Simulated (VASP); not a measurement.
Input of a VASP 6.6.1 run:

The input INCAR:

```
PREC = Accurate ; ENCUT = 500
EDIFF = 1E-7 ; ISMEAR = 0
SIGMA = 0.02 ; LREAL = False
LASPH = True ; NELM = 120
ALGO = Normal ; ISIF = 3
LWAVE = False ; LCHARG = False
GGA = PE ; IBRION = 2
NSW = 100 ; EDIFFG = -0.002
GGA_COMPAT = False ; NELMIN = 4
```

File KPOINTS:

```
Automatic mesh
0
Gamma
  10 10 10
```

File POSCAR:

```
PbSe
1.0
    0.0000000000      3.0908235400      3.0908235400
    3.0908235400      0.0000000000      3.0908235400
    3.0908235400      3.0908235400      0.0000000000
Pb Se
1 1
Direct
    0.0000000000      0.0000000000      0.0000000000
    0.5000000000      0.5000000000      0.5000000000
```

Potentials or basis: VASP PAW PBE potentials, release 64 (Pb_d, Se).

Command:

```bash
$ cat potpaw_PBE.64/Pb_d/POTCAR potpaw_PBE.64/Se/POTCAR > POTCAR
$ mpirun -np 1 vasp_std > vasp.out
```

Q: Estimate the relaxed cell.

A: a = 4.396 Å, b = 4.396 Å, c = 4.396 Å, α = 60.00°, β = 60.00°, γ = 60.00°.

Q: What does it give for the relaxed volume?

A: 30.04 Å³/atom.

Q: Estimate the band gap on the k mesh.

A: 0.44 eV.

Q: Estimate the space group after relaxing (to 0.1 Å).

A: Fm-3m (No. 225).

Final structure:
```
Pb Se
1.0
     0.00000    3.10872    3.10872
     3.10872    0.00000    3.10872
     3.10872    3.10872    0.00000
Pb Se
1 1
Direct
  0.00000 0.00000 0.00000
  0.50000 0.50000 0.50000
```

Caveat: spin-orbit coupling is left out, which moves the levels of the heavy elements. A k mesh can miss the band edges.
